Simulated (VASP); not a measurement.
# SnSe (I4/mmm) in VASP: further runs

Runs on SnSe. Level: LDA. Tasks: single point.

Everything below comes from runs of VASP 6.6.1. Logs are shortened: lines on timing, memory, paths and dates and some standing lists are left out, and cuts for length are marked.

## Step 1: The cell of the first run

It takes space group I4/mmm (No. 139, tetragonal). Conventional cell: a = 4.167 Å, b = 4.167 Å, c = 6.335 Å, α = 90.00°, β = 90.00°, γ = 90.00°. Within 3.9 Å of Sn (site symmetry 4/mmm) lie 6 Se at 2.95 to 3.17 Å. Se (site symmetry 4/mmm) has 6 Sn at 2.95 to 3.17 Å within 3.9 Å.

## Step 2: Single point, LDA (strain +0.0750 x Voigt [1, 0, 0, 0, 0, 0])

File INCAR:

```
ALGO     = Normal         # electronic algorithm
EDIFF    = 1E-7           # SCF threshold, eV
ENCUT    = 520            # plane-wave cutoff, eV
ISIF     = 2              # what is computed and relaxed
ISMEAR   = 0              # smearing method
LASPH    = True           # aspherical terms in the spheres
LCHARG   = False          # write CHGCAR
LREAL    = False          # projectors in reciprocal space
LWAVE    = False          # write WAVECAR
NBANDS   = 17             # bands
NELM     = 80             # most SCF steps
PREC     = Accurate       # precision mode
SIGMA    = 0.05           # smearing width, eV
```

File KPOINTS:

```
k-points
0
Gamma
  8 8 8
```

File POSCAR:

```
SnSe
1.0
    0.0000000000      2.9466477701      2.9466477701
    3.1676463529      0.0000000000      2.9466477701
    3.1676463529      2.9466477701      0.0000000000
Sn Se
1 1
Direct
    0.0000000000      0.0000000000      0.0000000000
    0.5000000000      0.5000000000      0.5000000000
```

Potentials or basis: VASP PAW LDA potentials, release 64 (Sn_d, Se).

The run is started by

```bash
$ cat potpaw_LDA.64/Sn_d/POTCAR potpaw_LDA.64/Se/POTCAR > POTCAR
$ mpirun -np 1 vasp_std > vasp.out
```

OUTCAR:

```text
EDIFF = 1E-7
   ENCUT = 520
   ISIF = 2
   ISMEAR = 0
   LASPH = True
   LREAL = False
   NELM = 80
   PREC = Accurate

 ion  position               nearest neighbor table
   1  0.000  0.000  0.000-   2 2.95   2 2.95   2 2.95   2 2.95   2 3.17   2 3.17
   2  0.500  0.500  0.500-   1 2.95   1 2.95   1 2.95   1 2.95   1 3.17   1 3.17

  LATTYP: Found a body centered tetragonal cell.
 ALAT       =     4.1671892400
 C/A-ratio  =     1.5202795796

  Lattice vectors:

 A1 = (   3.1676463529,   0.0000000000,   2.9466477701)
 A2 = (   3.1676463529,   0.0000000000,  -2.9466477701)
 A3 = (  -3.1676463529,   2.9466477701,   0.0000000000)

Analysis of symmetry for initial positions (statically):
=====================================================================
 Subroutine PRICEL returns:
 Original cell was already a primitive cell.

 Routine SETGRP: Setting up the symmetry group for a
 body centered tetragonal supercell.

 Subroutine GETGRP returns: Found 16 space group operations
 (whereof 16 operations were pure point group operations)
 out of a pool of 16 trial point group operations.

The static configuration has the point symmetry D_4h.

Analysis of symmetry for dynamics (positions and initial velocities):
=====================================================================
 Subroutine PRICEL returns:
 Original cell was already a primitive cell.

 Routine SETGRP: Setting up the symmetry group for a
 body centered tetragonal supercell.

 Subroutine GETGRP returns: Found 16 space group operations
 (whereof 16 operations were pure point group operations)
 out of a pool of 16 trial point group operations.

The dynamic configuration has the point symmetry D_4h.

 Subroutine INISYM returns: Found 16 space group operations
 (whereof 16 operations are pure point group operations),
 and found     1 'primitive' translations

----------------------------------------------------------------------------------------

                                     Primitive cell

  volume of cell :      55.0077

  direct lattice vectors                    reciprocal lattice vectors
     0.000000000  2.946647770  2.946647770    -0.157845903  0.169684346  0.169684346
     3.167646353  0.000000000  2.946647770     0.157845903 -0.169684346  0.169684346
     3.167646353  2.946647770  0.000000000     0.157845903  0.169684346 -0.169684346

  length of vectors
     4.167189240  4.326282064  4.326282064     0.287229671  0.287229671  0.287229671

  position of ions in fractional coordinates (direct lattice)
     0.000000000  0.000000000  0.000000000
     0.500000000  0.500000000  0.500000000

  ion indices of the primitive-cell ions
   primitive index   ion index
                 1           1
                 2           2

----------------------------------------------------------------------------------------

 KPOINTS: k-points

Automatic generation of k-mesh.
 Grid dimensions read from file:
 generate k-points for:    8    8    8

 Generating k-lattice:

  Cartesian coordinates                     Fractional coordinates (reciprocal lattice)
    -0.019730738  0.021210543  0.021210543     0.125000000 -0.000000000 -0.000000000
     0.019730738 -0.021210543  0.021210543     0.000000000  0.125000000  0.000000000
     0.019730738  0.021210543 -0.021210543     0.000000000  0.000000000  0.125000000

  Length of vectors
     0.035903709  0.035903709  0.035903709

  Shift w.r.t. Gamma in fractional coordinates (k-lattice)
     0.000000000  0.000000000  0.000000000

 Subroutine IBZKPT returns following result:
 ===========================================

 Found     59 irreducible k-points:

 Following reciprocal coordinates:
            Coordinates               Weight
  0.000000  0.000000  0.000000      1.000000
  0.125000 -0.000000 -0.000000      8.000000
  0.250000 -0.000000 -0.000000      8.000000
  0.375000  0.000000  0.000000      8.000000
  0.500000 -0.000000 -0.000000      4.000000
  0.125000  0.125000  0.000000      4.000000
[... 16 lines left out ...]
  0.250000  0.125000  0.125000      4.000000
  0.375000  0.125000  0.125000      8.000000
 [... further k-points ...]
   k-points           NKPTS =     59   k-points in BZ     NKDIM =     59   number of bands    NBANDS=     17
   number of dos      NEDOS =    301   number of ions     NIONS =      2
   total plane-waves  NPLWV =  32768
   dimension x,y,z NGX =    32 NGY =   32 NGZ =   32
   dimension x,y,z NGXF=    64 NGYF=   64 NGZF=   64
   ions per type =               1   1
   NGX,Y,Z   is equivalent  to a cutoff of  12.77, 12.30, 12.30 a.u.
   NGXF,Y,Z  is equivalent  to a cutoff of  25.53, 24.59, 24.59 a.u.
 SYSTEM =  unknown system
   PREC   = accura    normal or accurate (medium, high low for compatibility)
   ISTART =      0    job   : 0-new  1-cont  2-samecut
   ICHARG =      2    charge: 1-file 2-atom 10-const
   ISPIN  =      1    spin polarized calculation?
   LNONCOLLINEAR =      F non collinear calculations
   LSORBIT =      F    spin-orbit coupling
   LASPH  =      T    aspherical Exc in radial PAW
   ENCUT  =  520.0 eV  38.22 Ry    6.18 a.u.   7.75  8.04  8.04*2*pi/ulx,y,z
   NELM   =     80;   NELMIN=  2; NELMDL= -5     # of ELM steps
   EDIFF  = 0.1E-06   stopping-criterion for ELM
   LREAL  =      F    real-space projection
   EDIFFG = 0.1E-05   stopping-criterion for IOM
   NSW    =      0    number of steps for IOM
   IBRION =     -1    ionic relax: 0-MD 1-quasi-New 2-CG
   NFREE  =      0    steps in history (QN), initial steepest desc. (CG)
   ISIF   =      2    stress and relaxation
   ISYM   =      2    0-nonsym 1-usesym 2-fastsym
   POTIM  = 0.5000    time-step for ionic-motion
   TEBEG  =    0.0;   TEEND  =   0.0 temperature during run
   PSTRESS=    0.0 pullay stress
   NELECT =      20.0000    total number of electrons
   NUPDOWN=      -1.0000    fix difference up-down
   EMIN   =  10.00;   EMAX   =-10.00  energy-range for DOS
   EFERMI =   0.00;   METHOD = LEGACY
   ISMEAR =     0;   SIGMA  =   0.05  broadening in eV -4-tet -1-fermi 0-gaus
   EFERMI_NEDOS =   21; number of points for ismear=-14 and -15
   IALGO  =     38    algorithm
   IMIX   =      4    mixing-type and parameters
     AMIX     =   0.40;   BMIX     =  1.00
     AMIX_MAG =   1.60;   BMIX_MAG =  1.00
  volume/ion in A,a.u.               =      27.50       185.60
  Fermi-wavevector in a.u.,A,eV,Ry     =   1.168451  2.208052 18.575727  1.365277
  Thomas-Fermi vector in A             =   2.304937
   LORBIT       =      0    0 simple, 1 ext, 2 COOP (PROOUT), +10 PAW based schemes
   GGA     = CA    functional components
   LHFCALC =     F    Hartree Fock is set to
   AEXX    =    0.0000 exact exchange contribution
   IVDW    =     0    specifies the selected vdW correction
   LEPSILON=     F    determine dielectric tensor
   LRPA    =     F    only Hartree local field effects (RPA)
 non-spin polarized calculation
 Gauss-broadening in eV      SIGMA  =   0.05
  energy-cutoff  :      520.00
  volume of cell :       55.01
 maximum number of plane-waves:      1500
   NGX = 15   NGY = 17   NGZ = 17

 number of electron      20.0000002 magnetization

 Free energy of the ion-electron system (eV)
  ---------------------------------------------------
  ext. energy  EPLUGINS =         0.00000000
  ---------------------------------------------------
  free energy    TOTEN  =        -9.40753969 eV

  energy without entropy =       -9.40753969  energy(sigma->0) =       -9.40753969

 E-fermi :   5.5577     XC(G=0):  -9.8376

 val. band max:        5.3309302750   @ k =   0.5000   0.1250   0.1250
 cond. band min:       5.8714053053   @ k =  -0.3750   0.1250   0.0000
 fundamental gap:      0.5404750304
 Fermi energy:         5.5576686092

 k-point     1 :       0.0000    0.0000    0.0000
  band No.  band energies     occupation
      1     -16.1851      2.00000
      2     -16.1708      2.00000
      3     -16.1708      2.00000
      4     -16.1502      2.00000
      5     -16.1502      2.00000
      6      -8.5088      2.00000
[... 9 lines left out ...]
     16      11.4048      0.00000
     17      12.4938      0.00000

 k-point     2 :       0.1250   -0.0000   -0.0000
  band No.  band energies     occupation
      1     -16.1851      2.00000
      2     -16.1705      2.00000
      3     -16.1697      2.00000
      4     -16.1513      2.00000
      5     -16.1486      2.00000
      6      -8.4008      2.00000
[... 9 lines left out ...]
     16      11.7312      0.00000
     17      13.3662      0.00000

 k-point     3 :       0.2500   -0.0000   -0.0000
  band No.  band energies     occupation
      1     -16.1855      2.00000
      2     -16.1696      2.00000
      3     -16.1677      2.00000
      4     -16.1535      2.00000
      5     -16.1442      2.00000
      6      -8.1099      2.00000
[... 9 lines left out ...]
     16      12.5985      0.00000
     17      15.2344      0.00000

 k-point     4 :       0.3750    0.0000    0.0000
  band No.  band energies     occupation
      1     -16.1865      2.00000
      2     -16.1687      2.00000
      3     -16.1671      2.00000
      4     -16.1543      2.00000
      5     -16.1394      2.00000
      6      -7.7587      2.00000
[... 9 lines left out ...]
     16      14.0918      0.00000
     17      16.3884      0.00000
[... 343 lines left out ...]
      1     -16.1878      2.00000
      2     -16.1687      2.00000
      3     -16.1687      2.00000
      4     -16.1510      2.00000
      5     -16.1494      2.00000
      6      -8.3857      2.00000
[... 9 lines left out ...]
     16      12.2707      0.00000
     17      14.2185      0.00000

 k-point    23 :       0.2500    0.1250    0.1250
  band No.  band energies     occupation
      1     -16.1835      2.00000
      2     -16.1713      2.00000
      3     -16.1685      2.00000
      4     -16.1548      2.00000
      5     -16.1438      2.00000
      6      -8.2133      2.00000
[... 9 lines left out ...]
     16      12.6577      0.00000
     17      13.0297      0.00000

 k-point    24 :       0.3750    0.1250    0.1250
  band No.  band energies     occupation
      1     -16.1844      2.00000
      2     -16.1705      2.00000
      3     -16.1663      2.00000
      4     -16.1571      2.00000
      5     -16.1391      2.00000
      6      -7.8895      2.00000
[... 9 lines left out ...]
     16      14.1917      0.00000
     17      14.5479      0.00000

 [... further k-points ...]
[... 5 lines left out ...]
  --------------------------------------------------------------------------------------
  -------------------------------------------------------------------------------------
  Total       -2.5417634     -0.2731066     -0.2731066      0.0000000      0.0000000      0.0000000
  in kB      -74.0325263     -7.9546250     -7.9546250      0.0000000      0.0000000      0.0000000
  external PRESSURE =     -29.9805921 kB  Pullay stress =       0.0000000 kB

 VOLUME and BASIS-vectors are now :
 -----------------------------------------------------------------------------
  energy-cutoff  :      520.00
  volume of cell :       55.01
      direct lattice vectors                 reciprocal lattice vectors
     0.000000000  2.946647770  2.946647770    -0.157845903  0.169684346  0.169684346
     3.167646353  0.000000000  2.946647770     0.157845903 -0.169684346  0.169684346
     3.167646353  2.946647770  0.000000000     0.157845903  0.169684346 -0.169684346

 POSITION                                       TOTAL-FORCE (eV/Angst)
 -----------------------------------------------------------------------------------
      0.00000      0.00000      0.00000         0.000000     -0.000000      0.000000
      3.16765      2.94665      2.94665         0.000000      0.000000     -0.000000
 -----------------------------------------------------------------------------------
    total drift:                                0.000000     -0.000000     -0.000000

  FREE ENERGIE OF THE ION-ELECTRON SYSTEM (eV)
  ---------------------------------------------------
  free  energy   TOTEN  =        -9.4075396859 eV

  energy  without entropy=       -9.4075396859  energy(sigma->0) =       -9.40753969
```

It took 13 s on 1 thread of Intel Xeon 6975P-C (Granite Rapids), shared host; peak memory 0.19 GiB.

What came out:

```
Free energy            : -9.4075 eV
Pressure               : -3.0 GPa
Band gap on the k mesh : 0.54 eV, indirect (least direct gap 0.62 eV)
```

Levels at points of the mesh, in eV from the valence-band top:
```csv
k point,band 8,band 9,band 10,band 11,band 12,band 13
"(0.00, 0.00, 0.00)",-2.37,-2.37,-1.74,3.19,4.76,4.76
"(0.50, 0.00, 0.00)",-1.98,-1.83,-0.13,0.59,1.08,1.37
"(0.50, 0.50, 0.00)",-5.49,-4.04,-3.25,2.96,4.29,5.96
"(0.00, 0.50, 0.50)",-5.33,-3.50,-3.50,3.17,5.22,5.49
```

Caveat: the cell differs from its parent crystal (strain +0.0750 x Voigt [1, 0, 0, 0, 0, 0]); spin-orbit coupling is left out, which moves the levels of the heavy elements.

## Step 3: Single point, LDA (strain +0.1000 x Voigt [1, 0, 0, 0, 0, 0])

File INCAR:

```
SYSTEM = SnSe
ALGO     = Normal         ! electronic algorithm
EDIFF    = 1E-7           ! SCF threshold, eV
ENCUT    = 520            ! plane-wave cutoff, eV
GGA      = CA             ! functional
ISIF     = 2              ! what is computed and relaxed
ISMEAR   = 0              ! smearing method
LASPH    = .True.         ! aspherical terms in the spheres
LCHARG   = .False.        ! write CHGCAR
LREAL    = .False.        ! projectors in reciprocal space
LWAVE    = .False.        ! write WAVECAR
NBANDS   = 17             ! bands
NELM     = 100            ! most SCF steps
PREC     = Accurate       ! precision mode
SIGMA    = 0.05           ! smearing width, eV
```

File KPOINTS:

```
k-points
0
Gamma
  8 8 8
  0 0 0
```

File POSCAR:

```
SnSe
1.0
    0.0000000000      2.9466477701      2.9466477701
    3.2413125471      0.0000000000      2.9466477701
    3.2413125471      2.9466477701      0.0000000000
Sn Se
1 1
Direct
    0.0000000000      0.0000000000      0.0000000000
    0.5000000000      0.5000000000      0.5000000000
```

Potentials or basis: VASP PAW LDA potentials, release 64 (Sn_d, Se).

The run is started by

```bash
$ cat potpaw_LDA.64/Sn_d/POTCAR potpaw_LDA.64/Se/POTCAR > POTCAR
$ mpirun -np 1 vasp_std > vasp.out
```

Wall time 18 s (1 thread of Intel Xeon 6975P-C (Granite Rapids), shared host); peak memory 0.2 GiB.

It converged, with:

* Free energy: -9.3442 eV
* Pressure: -3.5 GPa
* Band gap on the k mesh: 0.43 eV, indirect (least direct gap 0.53 eV)

Stress tensor (GPa, compression positive):
```
-8.45  0.00  0.00
 0.00 -1.08  0.00
 0.00  0.00 -1.08
```

Levels at points of the mesh, in eV from the valence-band top:
| k point | band 6 | band 7 | band 8 | band 9 | band 10 | band 11 | band 12 | band 13 | band 14 | band 15 |
| --- | --- | --- | --- | --- | --- | --- | --- | --- | --- | --- |
| (0.00, 0.00, 0.00) | -13.79 | -5.30 | -2.46 | -2.46 | -1.67 | 2.79 | 4.77 | 4.77 | 5.40 | 6.09 |
| (0.50, 0.00, 0.00) | -12.91 | -8.09 | -2.03 | -1.84 | -0.21 | 0.48 | 1.00 | 1.35 | 7.95 | 9.74 |
| (0.50, 0.50, 0.00) | -12.55 | -6.27 | -5.44 | -4.15 | -3.13 | 2.94 | 3.85 | 5.97 | 6.05 | 9.58 |
| (0.00, 0.50, 0.50) | -12.90 | -5.89 | -5.23 | -3.46 | -3.46 | 3.21 | 4.83 | 5.38 | 5.38 | 10.42 |

Caveat: the cell differs from its parent crystal (strain +0.1000 x Voigt [1, 0, 0, 0, 0, 0]); spin-orbit coupling is left out, which moves the levels of the heavy elements.

## Step 4: Single point, LDA (strain +0.0875 x Voigt [1, 0, 0, 0, 0, 0])

File INCAR:

```
SYSTEM = SnSe
ALGO     = Normal         ! electronic algorithm
EDIFF    = 1E-6           ! SCF threshold, eV
ENCUT    = 520            ! plane-wave cutoff, eV
GGA      = CA             ! functional
ISIF     = 2              ! what is computed and relaxed
ISMEAR   = 0              ! smearing method
LASPH    = .TRUE.         ! aspherical terms in the spheres
LCHARG   = .FALSE.        ! write CHGCAR
LREAL    = .FALSE.        ! projectors in reciprocal space
LWAVE    = .FALSE.        ! write WAVECAR
NBANDS   = 17             ! bands
NELM     = 60             ! most SCF steps
PREC     = Accurate       ! precision mode
SIGMA    = 0.05           ! smearing width, eV
```

File KPOINTS:

```
k-points
0
G
  8 8 8
  0 0 0
```

File POSCAR:

```
SnSe
1.0
    0.0000000000      2.9466477701      2.9466477701
    3.2044794500      0.0000000000      2.9466477701
    3.2044794500      2.9466477701      0.0000000000
Sn Se
1 1
Direct
    0.0000000000      0.0000000000      0.0000000000
    0.5000000000      0.5000000000      0.5000000000
```

The run is started by

```bash
$ cat potpaw_LDA.64/Sn_d/POTCAR potpaw_LDA.64/Se/POTCAR > POTCAR
$ mpirun -np 1 vasp_std > vasp.out
```

Run time: 12 s. Hardware: 1 thread of Intel Xeon 6975P-C (Granite Rapids), shared host; peak memory 0.19 GiB.

The run converged. Its results:

- Free energy: -9.3769 eV
- Pressure: -3.3 GPa
- Band gap on the k mesh: 0.48 eV, indirect (least direct gap 0.57 eV)

Stress tensor (GPa, compression positive):
```
-7.97  0.00  0.00
 0.00 -0.92  0.00
 0.00  0.00 -0.92
```

Levels at points of the mesh, in eV from the valence-band top:
| k point | band 8 | band 9 | band 10 | band 11 | band 12 | band 13 |
| --- | --- | --- | --- | --- | --- | --- |
| (0.00, 0.00, 0.00) | -2.42 | -2.42 | -1.70 | 2.98 | 4.77 | 4.77 |
| (0.50, 0.00, 0.00) | -2.01 | -1.83 | -0.17 | 0.53 | 1.04 | 1.36 |
| (0.50, 0.50, 0.00) | -5.47 | -4.09 | -3.19 | 2.95 | 4.06 | 5.96 |
| (0.00, 0.50, 0.50) | -5.28 | -3.48 | -3.48 | 3.19 | 5.02 | 5.43 |

Caveat: the cell differs from its parent crystal (strain +0.0875 x Voigt [1, 0, 0, 0, 0, 0]); spin-orbit coupling is left out, which moves the levels of the heavy elements. A k mesh can miss the band edges.

## Step 5: Overview

```csv
cell,gap on the mesh (eV),pressure (GPa)
"a = 4.167, b = 4.326, c = 4.326 Å, angles 57.6, 61.2, 61.2°, 2 atoms",0.54,-3.0
"a = 4.167, b = 4.381, c = 4.381 Å, angles 56.8, 61.6, 61.6°, 2 atoms",0.43,-3.5
"a = 4.167, b = 4.353, c = 4.353 Å, angles 57.2, 61.4, 61.4°, 2 atoms",0.48,-3.3
```

Alike in all rows: task single point; level LDA; potentials or basis VASP PAW LDA potentials, release 64 (Sn_d, Se); no spin polarisation; k mesh 8 × 8 × 8; cutoff (eV) 520; smearing gaussian 0.05 eV.

Caveats: spin-orbit coupling is left out, which moves the levels of the heavy elements.

Total energies depend on the potentials used, so only differences within one code and one set of settings carry meaning.
